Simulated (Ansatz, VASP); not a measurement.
## AlN in VASP and in Ansatz

Contents of POSCAR:

```
AlN
1.0
    0.0000000000      2.1839935596      1.9655942036
    2.1839935596      0.0000000000      1.9655942036
    2.1839935596      2.1839935596      0.0000000000
Al N
1 1
Direct
    0.0000000000      0.0000000000      0.0000000000
    0.7500000000      0.7500000000      0.7500000000
```

INCAR.step1

```
SYSTEM = AlN
PREC = Accurate
ENCUT = 520
ISMEAR = 0
SIGMA = 0.05
LREAL = .False.
LASPH = .True.
NELM = 80
NBANDS = 11
GGA = PE
ALGO = Normal
EDIFF = 1E-4
LWAVE = .True.
LCHARG = .False.
```

The input INCAR.step2:

```
SYSTEM = AlN
PREC = Accurate
ENCUT = 520
EDIFF = 1E-7
ISMEAR = 0
SIGMA = 0.05
LREAL = .False.
LASPH = .True.
NELM = 80
ALGO = Normal
ISIF = 2
LWAVE = .False.
LCHARG = .False.
METAGGA = R2SCAN
LMIXTAU = .True.
NBANDS = 11
ISTART = 1
```

The input KPOINTS:

```
Automatic mesh
0
Gamma
  10 10 10
  0 0 0
```

Input for Ansatz:

```yaml
crystal:
  lattice:
    - [0.0, 2.1839935596, 1.9655942036]
    - [2.1839935596, 0.0, 1.9655942036]
    - [2.1839935596, 2.1839935596, 0.0]
  atoms:
    - { symbol: Al, position: [0.0, 0.0, 0.0] }
    - { symbol: "N", position: [0.75, 0.75, 0.75] }
basis:
  ecutwfc: 500
kpoints:
  mp_grid: { grid: [10, 10, 10] }
hamiltonian:
  xc: r2scan
scf:
  occupations: { method: gaussian, width: 0.05 }
output:
  forces: true
  stress: true
  eigenvalues: true
  write_density: true
  write_potential: true
  elf: true
  volumetric_format: npy
```

Change from the starting cell: strain -0.1000 x Voigt [0, 0, 1, 0, 0, 0], atoms carried along.

Alike in both runs: task single point; functional r2SCAN; k mesh 10 × 10 × 10; occupations gaussian, width 0.05 eV; no spin polarisation.

|  | VASP | Ansatz |
| --- | --- | --- |
| version | VASP 6.6.1 | Ansatz 0.2.0 |
| potentials or method | VASP PAW PBE potentials, release 64 (Al, N), cutoff 520 eV | scalar-relativistic, plane waves, PAW |
| valence electrons in the cell | 8 | 8 |

VASP gave:

| Quantity | Value |
| --- | --- |
| gap on the k mesh at the Fermi level (eV) | 3.50 |
| least direct gap on the mesh (eV) | 5.62 |
| pressure (GPa) | 25.9 |
| traceless stress, the component that is largest in VASP (GPa) | 5.77 |

Problem. Estimate Ansatz's values.

Solution. gap on the k mesh at the Fermi level (eV): 3.51; least direct gap on the mesh (eV): 5.57; pressure (GPa): 26.2; traceless stress, the component that is largest in VASP (GPa): 5.76.

VASP's potentials were made for PBE, not for r2SCAN.
